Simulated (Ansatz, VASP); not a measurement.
**Ga in VASP and in Ansatz**

```xyz
4
Lattice="2.3108 -3.8729 0.0000 2.3108 3.8729 0.0000 0.0000 0.0000 4.5463" Properties=species:S:1:pos:R:3 pbc="T T T"
Ga    2.3108   -2.6662    0.3816
Ga    2.3108   -1.2067    2.6548
Ga    2.3108    2.6662    4.1647
Ga    2.3108    1.2067    1.8915
```

Alike in both runs: task single point; functional PBE; k mesh 8 × 8 × 7; occupations gaussian, width 1 eV; no spin polarisation.

|  | VASP | Ansatz |
| --- | --- | --- |
| version | VASP 6.6.1 | Ansatz 0.2.0 |
| potentials or method | VASP PAW PBE potentials, release 64 (Ga_d), cutoff 520 eV | plane waves (420 eV) with PAW, scalar-relativistic |
| valence electrons in the cell | 52 | 52 |

VASP gave:

```
pressure (GPa)                                                : 1.0
traceless stress, the component that is largest in VASP (GPa) : 0.13
```

**Question.** Which values does Ansatz return?

**Answer.** Pressure (GPa): 0.9; traceless stress, the component that is largest in VASP (GPa): 0.14.

The functional is the same, so the differences come from potentials, cutoffs and numerics.
